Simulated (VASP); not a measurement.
# ZrH4 (I4) in VASP: relaxation of cell and atoms with PBE

Aim: the relaxation of cell and atoms of ZrH4 with PBE.

Program: VASP 6.6.1. These are calculated values, not measurements. Logs are shortened: lines on timing, memory, paths and dates and some standing lists are left out, and cuts for length are marked.

## Step 1: The cell of the first run

It takes space group I4 (No. 79, tetragonal). The conventional cell has a = 5.707 Å, b = 5.707 Å, c = 3.483 Å, α = 90.00°, β = 90.00°, γ = 90.00°. Within 3.1 Å of Zr (site symmetry 4) lie 12 H at 2.34 to 2.86 Å. H (site symmetry 1) has 9 H at 2.31 to 2.92 Å and 3 Zr at 2.34 to 2.86 Å within 3.0 Å.

The cell was built from a structure type or drawn by symmetry, and may not be a known phase.

## Step 2: Relaxation of cell and atoms, PBE

INCAR reads:

```
SYSTEM = ZrH4
ALGO = Normal
EDIFF = 1E-6
EDIFFG = -0.08
ENCUT = 600
GGA = PE
IBRION = 2
ISIF = 3
ISMEAR = 0
LASPH = .True.
LCHARG = .False.
LREAL = .False.
LWAVE = .False.
NELM = 80
NSW = 36
PREC = Accurate
SIGMA = 0.15
```

KPOINTS reads:

```
k-points
0
Gamma
  4 4 4
  0 0 0
```

POSCAR reads:

```
ZrH4
1.0
   -2.8534489300      2.8534489300      1.7413709300
    2.8534489300     -2.8534489300      1.7413709300
    2.8534489300      2.8534489300     -1.7413709300
Zr H
1 4
Direct
    0.9180871000      0.9180871000      0.0000000000
    0.1445794800      0.3609875200      0.5356665300
    0.8253209900      0.6089129500      0.4643334700
    0.3609875200      0.8253209900      0.2164080400
    0.6089129500      0.1445794800      0.7835919600
```

Potentials or basis: VASP PAW PBE potentials, release 64 (Zr_sv, H).

Launch:

```sh
> cat potpaw_PBE.64/Zr_sv/POTCAR potpaw_PBE.64/H/POTCAR > POTCAR
> mpirun -np 1 vasp_std > vasp.out
```

OUTCAR:

```text
SYSTEM = ZrH4
   EDIFF = 1E-6
   EDIFFG = -0.08
   ENCUT = 600
   GGA = PE
   IBRION = 2
   ISIF = 3
   ISMEAR = 0
   LASPH = .True.
   LREAL = .False.
   NELM = 80
   NSW = 36
   PREC = Accurate

 ion  position               nearest neighbor table
   1  0.918  0.918  0.000-   5 2.34   4 2.34   2 2.34   3 2.34
   2  0.145  0.361  0.536-   1 2.34
   3  0.825  0.609  0.464-   1 2.34
   4  0.361  0.825  0.216-   1 2.34
   5  0.609  0.145  0.784-   1 2.34

  LATTYP: Found a body centered tetragonal cell.
 ALAT       =     5.7068978600
 C/A-ratio  =     0.6102688265

  Lattice vectors:

 A1 = (  -2.8534489300,   2.8534489300,   1.7413709300)
 A2 = (   2.8534489300,  -2.8534489300,   1.7413709300)
 A3 = (   2.8534489300,   2.8534489300,  -1.7413709300)

Analysis of symmetry for initial positions (statically):
=====================================================================
 Subroutine PRICEL returns:
 Original cell was already a primitive cell.

 Routine SETGRP: Setting up the symmetry group for a
 body centered tetragonal supercell.

 Subroutine GETGRP returns: Found  4 space group operations
 (whereof  4 operations were pure point group operations)
 out of a pool of 16 trial point group operations.

The static configuration has the point symmetry     .

Analysis of symmetry for dynamics (positions and initial velocities):
=====================================================================
 Subroutine PRICEL returns:
 Original cell was already a primitive cell.

 Routine SETGRP: Setting up the symmetry group for a
 body centered tetragonal supercell.

 Subroutine GETGRP returns: Found  4 space group operations
 (whereof  4 operations were pure point group operations)
 out of a pool of 16 trial point group operations.

The dynamic configuration has the point symmetry     .

 Subroutine INISYM returns: Found  4 space group operations
 (whereof  4 operations are pure point group operations),
 and found     1 'primitive' translations

----------------------------------------------------------------------------------------

                                     Primitive cell

  volume of cell :      56.7142

  direct lattice vectors                    reciprocal lattice vectors
    -2.853448930  2.853448930  1.741370930     0.000000000  0.175226546  0.287130095
[... 63 lines left out ...]
   k-points           NKPTS =     14   k-points in BZ     NKDIM =     14   number of bands    NBANDS=     12
   number of dos      NEDOS =    301   number of ions     NIONS =      5
   total plane-waves  NPLWV =  46656
   dimension x,y,z NGX =    36 NGY =   36 NGZ =   36
   dimension x,y,z NGXF=    72 NGYF=   72 NGZF=   72
   ions per type =               1   4
   NGX,Y,Z   is equivalent  to a cutoff of  13.62, 13.62, 13.62 a.u.
   NGXF,Y,Z  is equivalent  to a cutoff of  27.23, 27.23, 27.23 a.u.
 SYSTEM =  ZrH4
   PREC   = accura    normal or accurate (medium, high low for compatibility)
   ISTART =      0    job   : 0-new  1-cont  2-samecut
   ICHARG =      2    charge: 1-file 2-atom 10-const
   ISPIN  =      1    spin polarized calculation?
   LNONCOLLINEAR =      F non collinear calculations
   LSORBIT =      F    spin-orbit coupling
   LASPH  =      T    aspherical Exc in radial PAW
   ENCUT  =  600.0 eV  44.10 Ry    6.64 a.u.   8.78  8.78  8.78*2*pi/ulx,y,z
   NELM   =     80;   NELMIN=  2; NELMDL= -5     # of ELM steps
   EDIFF  = 0.1E-05   stopping-criterion for ELM
   LREAL  =      F    real-space projection
   EDIFFG = -.8E-01   stopping-criterion for IOM
   NSW    =     36    number of steps for IOM
   IBRION =      2    ionic relax: 0-MD 1-quasi-New 2-CG
   NFREE  =      1    steps in history (QN), initial steepest desc. (CG)
   ISIF   =      3    stress and relaxation
   ISYM   =      2    0-nonsym 1-usesym 2-fastsym
   POTIM  = 0.5000    time-step for ionic-motion
   TEBEG  =    0.0;   TEEND  =   0.0 temperature during run
   PSTRESS=    0.0 pullay stress
   NELECT =      16.0000    total number of electrons
   NUPDOWN=      -1.0000    fix difference up-down
   EMIN   =  10.00;   EMAX   =-10.00  energy-range for DOS
   EFERMI =   0.00;   METHOD = LEGACY
   ISMEAR =     0;   SIGMA  =   0.15  broadening in eV -4-tet -1-fermi 0-gaus
   EFERMI_NEDOS =   21; number of points for ismear=-14 and -15
   IALGO  =     38    algorithm
   IMIX   =      4    mixing-type and parameters
     AMIX     =   0.40;   BMIX     =  1.00
     AMIX_MAG =   1.60;   BMIX_MAG =  1.00
  volume/ion in A,a.u.               =      11.34        76.55
  Fermi-wavevector in a.u.,A,eV,Ry     =   1.073703  2.029005 15.685327  1.152839
  Thomas-Fermi vector in A             =   2.209510
   LORBIT       =      0    0 simple, 1 ext, 2 COOP (PROOUT), +10 PAW based schemes
   GGA     = PE    functional components
   LHFCALC =     F    Hartree Fock is set to
   AEXX    =    0.0000 exact exchange contribution
   IVDW    =     0    specifies the selected vdW correction
   LEPSILON=     F    determine dielectric tensor
   LRPA    =     F    only Hartree local field effects (RPA)
 conjugate gradient relaxation of ions
 non-spin polarized calculation
 Gauss-broadening in eV      SIGMA  =   0.15
  energy-cutoff  :      600.00
  volume of cell :       56.71
 maximum number of plane-waves:      1908
   NGX = 17   NGY = 17   NGZ = 17

--------------------------------------- Ionic step        1  -------------------------------------------

 number of electron      15.9999999 magnetization

 Free energy of the ion-electron system (eV)
  ---------------------------------------------------
  ext. energy  EPLUGINS =         0.00000000
  ---------------------------------------------------
  free energy    TOTEN  =       -19.67493694 eV

  energy without entropy =      -19.67137218  energy(sigma->0) =      -19.67315456

 E-fermi :   2.4455     XC(G=0):  -9.0247

 val. band max:        1.8639125472   @ k =   0.5000   0.5000  -0.0000
 cond. band min:       2.4623345594   @ k =   0.0000   0.0000   0.0000
 fundamental gap:      0.5984220122
 Fermi energy:         2.4454788915
[... 535 lines left out ...]
  FREE ENERGIE OF THE ION-ELECTRON SYSTEM (eV)
  ---------------------------------------------------
  free  energy   TOTEN  =       -22.3875515467 eV

  energy  without entropy=      -22.3843494218  energy(sigma->0) =      -22.38595048

[... ionic steps 4 to 13 ...]

--------------------------------------- Ionic step       14  -------------------------------------------

 number of electron      15.9999999 magnetization

------------------------ aborting loop because EDIFF is reached ----------------------------------------
[... 73 lines left out ...]
--------------------------------------- Ionic step       16  -------------------------------------------

 number of electron      16.0000000 magnetization

 Free energy of the ion-electron system (eV)
  ---------------------------------------------------
  ext. energy  EPLUGINS =         0.00000000
  ---------------------------------------------------
  free energy    TOTEN  =       -23.06244312 eV

  energy without entropy =      -23.05916134  energy(sigma->0) =      -23.06080223

 E-fermi :   6.6702     XC(G=0): -10.9331

 val. band max:        6.6592424057   @ k =   0.0000   0.0000   0.0000
 cond. band min:       6.9746203212   @ k =   0.5000   0.5000  -0.0000
 fundamental gap:      0.3153779155
 Fermi energy:         6.6701605394
[... 240 lines left out ...]
  FREE ENERGIE OF THE ION-ELECTRON SYSTEM (eV)
  ---------------------------------------------------
  free  energy   TOTEN  =       -23.0624431248 eV

  energy  without entropy=      -23.0591613367  energy(sigma->0) =      -23.06080223

 reached required accuracy - stopping structural energy minimisation
```

OSZICAR:

```text
N       E                     dE             d eps       ncg     rms          rms(c)
DAV:   1     0.820980982352E+02    0.82098E+02   -0.79585E+03   336   0.132E+03
DAV:   2    -0.169297061072E+02   -0.99028E+02   -0.95522E+02   388   0.285E+02
DAV:   3    -0.231863333492E+02   -0.62566E+01   -0.62028E+01   660   0.592E+01
[... 147 lines left out ...]
DAV:   3    -0.230617435527E+02    0.90823E-03   -0.22556E-02   496   0.112E+00    0.262E-01
DAV:   4    -0.230621015994E+02   -0.35805E-03   -0.62525E-04   412   0.248E-01    0.103E-01
DAV:   5    -0.230624174487E+02   -0.31585E-03   -0.73770E-04   476   0.185E-01    0.537E-02
DAV:   6    -0.230624430091E+02   -0.25560E-04   -0.27475E-05   476   0.533E-02    0.186E-02
DAV:   7    -0.230624431248E+02   -0.11564E-06   -0.59337E-06   456   0.232E-02
  16 F= -.23062443E+02 E0= -.23060802E+02  d E =-.255598E-02
```

Wall time 3 min (1 thread of Intel Xeon Platinum 8488C (Sapphire Rapids), shared host); peak memory 0.21 GiB.

What came out:

```yaml
Free_energy: -23.0624 eV
Relaxed_volume: 6.91 Å³/atom
Relaxed_cell: a = 3.687 Å, b = 3.687 Å, c = 3.687 Å, α = 100.01°, β = 100.01°, γ = 130.71°
Space_group_after_relaxing_to_0.1_Å: I4/m (No. 87)
Energy_gained_by_relaxing: 677.5 meV/atom
Ionic_steps: 16
Pressure_after_relaxing: -0.5 GPa
Largest_force_after_relaxing: 0.027 eV/Å
Band_gap_on_the_k_mesh: zero (filled and empty bands touch)
```

Forces on the atoms (eV/Å):
```
Zr   0.000  0.000  0.001
H    0.020  0.019  0.000
H   -0.020 -0.019  0.000
H   -0.019  0.020  0.000
H    0.019 -0.020  0.000
```

The path:
| step | energy change (eV) | largest force (eV/Å) | pressure (GPa) | volume (Å³) |
| --- | --- | --- | --- | --- |
| 1 | 0.0000 | 0.8792 | -24.11 | 56.71 |
| 2 | -2.0195 | 0.9655 | -18.39 | 43.80 |
| 3 | -2.7126 | 1.1980 | -4.48 | 36.38 |
| 4 | -2.7433 | 1.3512 | 4.20 | 33.93 |
| 5 | -2.7490 | 1.3084 | 1.81 | 34.53 |
| 6 | -3.0635 | 0.8260 | 3.81 | 33.59 |
| 7 | -3.1935 | 1.4438 | 9.77 | 32.40 |
| 8 | -3.3500 | 0.2395 | 0.14 | 34.23 |
| 9 | -3.3506 | 0.2881 | 0.58 | 34.13 |
| 10 | -3.3638 | 0.1834 | 0.15 | 34.16 |
| 11 | -3.3675 | 0.1263 | -0.12 | 34.19 |
| 12 | -3.3757 | 0.1822 | 0.18 | 34.17 |
| 13 | -3.3829 | 0.0816 | 1.39 | 34.07 |
| 14 | -3.3848 | 0.1535 | 0.86 | 34.11 |
| 15 | -3.3850 | 0.1409 | 0.96 | 34.10 |
| 16 | -3.3875 | 0.0273 | -0.54 | 34.54 |

Final structure:
```
CELL_PARAMETERS angstrom
-2.36977 2.36977 1.53744
2.36977 -2.36977 1.53744
2.36977 2.36977 -1.53744
ATOMIC_POSITIONS crystal
Zr 0.97150 0.97150 0.00000
H 0.18791 0.35870 0.60342
H 0.75528 0.58449 0.39658
H 0.35870 0.75528 0.17079
H 0.58449 0.18791 0.82921
```

Caveat: the k points lie up to 0.61 Å⁻¹ apart in the final cell; the volume moved by over 15 % at a fixed basis, so the end points are rough.
